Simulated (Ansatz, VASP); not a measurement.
## AgRuS2 in VASP and in Ansatz

```xyz
4
Lattice="3.9372 0.0000 0.0000 0.0000 3.9372 0.0000 0.0000 0.0000 5.3997" Properties=species:S:1:pos:R:3 pbc="T T T"
Ag    1.9686    1.9686    2.6998
Ru    0.0000    0.0000    0.0000
S     1.9686    0.0000    1.0909
S     0.0000    1.9686    4.3087
```

Alike in both runs: functional PBE; k mesh 12 × 12 × 8; occupations gaussian, width 0.1 eV; no spin polarisation.

Ansatz relaxed the structure, and its values are those at the end. VASP's run is a single point on that final structure, the one shown.

|  | VASP | Ansatz |
| --- | --- | --- |
| version | VASP 6.6.1 | Ansatz 0.2.0 |
| potentials or method | VASP PAW PBE potentials, release 64 (Ag, Ru_pv, S), cutoff 520 eV | scalar-relativistic, plane waves, PAW |
| valence electrons in the cell | 37 | 47 |

```tsv
	VASP	Ansatz	Ansatz less VASP
gap on the k mesh at the Fermi level (eV)	none	none	-
pressure (GPa)	-0.1	0.0	+0.11
rms of the force components (eV/Å)	0.005	0.002	-0.0032
```

A gap of «none» marks a metal or a gap that the smearing closes. VASP's potentials hold 37 valence electrons a cell and Ansatz's 47, so a difference there can come from the potentials and not from the codes.
